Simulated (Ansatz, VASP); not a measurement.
Two plane-wave programs on Al5Ru4

```
CELL_PARAMETERS angstrom
3.07336 0.00000 0.00000
0.00000 3.07336 0.00000
0.00000 0.00000 26.24005
ATOMIC_POSITIONS crystal
Ru 0.50000 0.50000 0.29307
Ru 0.00000 0.00000 0.44249
Ru 0.00000 0.00000 0.55751
Ru 0.50000 0.50000 0.70693
Al 0.00000 0.00000 0.33475
Al 0.50000 0.50000 0.39430
Al 0.50000 0.50000 0.50000
Al 0.50000 0.50000 0.60570
Al 0.00000 0.00000 0.66525
```

Alike in both runs: functional PBEsol; k mesh 11 × 11 × 1; occupations gaussian, width 0.1 eV; no spin polarisation.

Ansatz relaxed the structure, and its values are those at the end. VASP's run is a single point on that final structure, the one shown.

```csv
,VASP,Ansatz
version,VASP 6.6.1,Ansatz 0.2.0
potentials or method,"VASP PAW PBE potentials, release 64 (Ru_pv, Al), cutoff 520 eV","scalar-relativistic, plane waves, PAW"
valence electrons in the cell,71,79
```

Ansatz gave:

```
gap on the k mesh at the Fermi level (eV)  : none
rms of the force components (eV/Å)         : 0.002
work function, face that differs most (eV) : 4.37
```

Question: Which values does VASP return?

Answer: gap on the k mesh at the Fermi level (eV): none; rms of the force components (eV/Å): 0.006; work function, face that differs most (eV): 4.37.

VASP's potentials were made for PBE, not for PBEsol. A gap of «none» marks a metal or a gap that the smearing closes. VASP's potentials hold 71 valence electrons a cell and Ansatz's 79, so a difference there can come from the potentials and not from the codes.
